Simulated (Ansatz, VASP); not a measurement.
Given: the input of a run of VASP 6.6.1 on Fe.

The input INCAR:

```
SYSTEM = Fe
  PREC = Accurate
  ENCUT = 520
  EDIFF = 1E-6
  ISMEAR = 0
  SIGMA = 0.014
  LREAL = .FALSE.
  LASPH = .TRUE.
  NELM = 150
  ALGO = Normal
  ISIF = 2
  LWAVE = .FALSE.
  LCHARG = .FALSE.
  ISPIN = 2
  MAGMOM = 3
  LORBIT = 11
  LMAXMIX = 4
  GGA = PE
  NBANDS = 14
```

The input KPOINTS:

```
Automatic mesh
0
G
  13 13 13
  0 0 0
```

POSCAR

```
Fe
1.0
   -1.4430000000      1.4430000000      1.4430000000
    1.4430000000     -1.4430000000      1.4430000000
    1.4430000000      1.4430000000     -1.4430000000
Fe
1
Direct
    0.0000000000      0.0000000000      0.0000000000
```

Potentials or basis: VASP PAW PBE potentials, release 64 (Fe).

The run is started by

```sh
$ cat potpaw_PBE.64/Fe/POTCAR > POTCAR
$ mpirun -np 1 vasp_std > vasp.out
```

Question: Translate it to Ansatz 0.2.0. Potentials there: all-electron LAPW, scalar-relativistic.

Answer: As run (the cutoff follows the program's own potentials):

Contents of input.yaml:

```yaml
crystal:
  lattice:
    - [-1.443, 1.443, 1.443]
    - [1.443, -1.443, 1.443]
    - [1.443, 1.443, -1.443]
  atoms:
    - { symbol: Fe, position: [0.0, 0.0, 0.0], spin: 3.0 }
kpoints:
  mp_grid: { grid: [13, 13, 13] }
scf:
  occupations: { method: gaussian, width: 0.014 }
hamiltonian:
  xc: pbe
  pseudopotentials: { kind: all_electron, lapw: { basis_error: 0.001 } }
magnetization:
  spin_polarized: true
output:
  forces: true
  stress: true
  eigenvalues: true
```

Potentials or basis: all-electron LAPW, scalar-relativistic.

Launch:

```console
$ ansatz run input.yaml --threads 2 --pin off --max-ram 6144MiB --backend cpu --events-out ev --progress --plain --runs-dir out
```

Both were run:

|  | VASP | Ansatz | Ansatz less VASP |
| --- | --- | --- | --- |
| gap on the k mesh at the Fermi level (eV) | none | none | - |
| pressure (GPa) | -9.3 | -9.8 | -0.49 |
| net moment per atom (μB) | 2.28 | 2.24 | -0.040 |
| size of the moment on the site where the two differ most (μB) | 2.29 | 2.30 | +0.012 |

Site moments also hang on the region over which each program counts them. A gap of «none» marks a metal or a gap that the smearing closes. Ansatz ran all-electron here, and VASP with PAW potentials.
